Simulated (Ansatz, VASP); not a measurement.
**SiC in VASP and in Ansatz**

```xyz
4
Lattice="3.1061 0.0000 0.0000 -1.5531 2.6900 0.0000 0.0000 0.0000 5.0986" Properties=species:S:1:pos:R:3 pbc="T T T"
Si    0.0000    1.7933   -0.0021
Si    1.5531    0.8967    2.5472
C     0.0000    1.7933    1.9141
C     1.5531    0.8967    4.4633
```

Change from the starting cell: hydrostatic strain +1.0%.

Alike in both runs: task single point; functional HSE06; k mesh 6 × 6 × 4; no spin polarisation.

|  | VASP | Ansatz |
| --- | --- | --- |
| version | VASP 6.6.1 | Ansatz 0.2.0 |
| potentials or method | VASP PAW PBE potentials, release 64 (Si, C) | plane waves, PAW |
| plane-wave cutoff (eV) | 520 | 420 |
| occupations | gaussian, width 0.01 eV | fixed |
| valence electrons in the cell | 16 | 16 |

|  | VASP | Ansatz | Ansatz less VASP |
| --- | --- | --- | --- |
| gap on the k mesh at the Fermi level (eV) | 3.21 | 3.21 | -0.002 |
| pressure (GPa) | -8.0 | -7.6 | +0.33 |
| traceless stress, the component that is largest in VASP (GPa) | -0.19 | -0.22 | -0.029 |
| rms of the force components (eV/Å) | 0.013 | 0.014 | +0.0005 |

Atom by atom the forces differ by 0.001 eV/Å (rms over components). Ansatz's warnings: stress exchange threshold loose, stress scf threshold loose.
